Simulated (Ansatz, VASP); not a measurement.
## BiN: VASP beside Ansatz

```xyz
2
Lattice="4.0480 0.0000 0.0000 -2.0240 3.5057 0.0000 0.0000 0.0000 4.2559" Properties=species:S:1:pos:R:3 pbc="T T T"
Bi    0.0000    0.0000    2.1280
N     0.0000    0.0000    0.0000
```

Alike in both runs: functional PBE; k mesh 4 × 4 × 4; occupations gaussian, width 0.15 eV; no spin polarisation.

Ansatz relaxed the structure, and its values are those at the end. VASP's run is a single point on that final structure, the one shown.

```csv
,VASP,Ansatz
version,VASP 6.6.1,Ansatz 0.2.0
potentials or method,"VASP PAW PBE potentials, release 64 (Bi_d, N), cutoff 600 eV","scalar-relativistic, plane waves, PAW"
valence electrons in the cell,20,20
```

|  | VASP | Ansatz | Ansatz less VASP |
| --- | --- | --- | --- |
| gap on the k mesh at the Fermi level (eV) | none | none | - |
| pressure (GPa) | 0.2 | 0.2 | -0.04 |

A gap of «none» marks a metal or a gap that the smearing closes.

The k mesh is coarse, so the values compare programs but aren't converged. Spin-orbit coupling is off throughout.
